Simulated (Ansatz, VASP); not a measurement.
Two plane-wave programs on Ag

```
CELL_PARAMETERS angstrom
0.00000 1.99566 1.99566
1.99566 0.00000 1.99566
1.99566 1.99566 0.00000
ATOMIC_POSITIONS crystal
Ag 0.00000 0.00000 0.00000
```

Alike in both runs: task single point; functional r2SCAN; k mesh 22 × 22 × 22; occupations fermi-dirac, width 0.1 eV; no spin polarisation.

|  | VASP | Ansatz |
| --- | --- | --- |
| version | VASP 6.6.1 | Ansatz 0.2.0 |
| potentials or method | VASP PAW PBE potentials, release 64 (Ag), cutoff 520 eV | plane waves (500 eV) with PAW, scalar-relativistic |
| valence electrons in the cell | 11 | 19 |

Ansatz gave:

```
pressure (GPa) : 11.0
```

Question: Which values does VASP return?

Answer: Pressure (GPa): 11.3.

VASP's potentials were made for PBE, not for r2SCAN. With one functional, cell and mesh, what is left measures potentials, basis and numerics. VASP's potentials hold 11 valence electrons a cell and Ansatz's 19, so a difference there can come from the potentials and not from the codes.
